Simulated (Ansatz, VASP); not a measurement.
InSb: VASP beside Ansatz

```
In Sb
1.0
     0.00000    3.37790    3.37790
     3.37790    0.00000    3.37790
     3.37790    3.37790    0.00000
In Sb
1 1
Direct
  0.00000 0.00000 0.00000
  0.25000 0.25000 0.25000
```

Change from the starting cell: hydrostatic strain +3.0%.

Alike in both runs: task single point; functional PBE; k mesh 6 × 6 × 6; occupations fermi-dirac, width 0.02 eV; no spin polarisation.

|  | VASP | Ansatz |
| --- | --- | --- |
| version | VASP 6.6.1 | Ansatz 0.2.0 |
| potentials or method | VASP PAW PBE potentials, release 64 (In_d, Sb) | plane waves, PAW |
| plane-wave cutoff (eV) | 520 | 420 |
| valence electrons in the cell | 18 | 28 |

```tsv
	VASP	Ansatz	Ansatz less VASP
pressure (GPa)	-1.7	-1.7	+0.02
```

VASP's potentials hold 18 valence electrons a cell and Ansatz's 28, so a difference there can come from the potentials and not from the codes.

Spin-orbit coupling is off throughout.
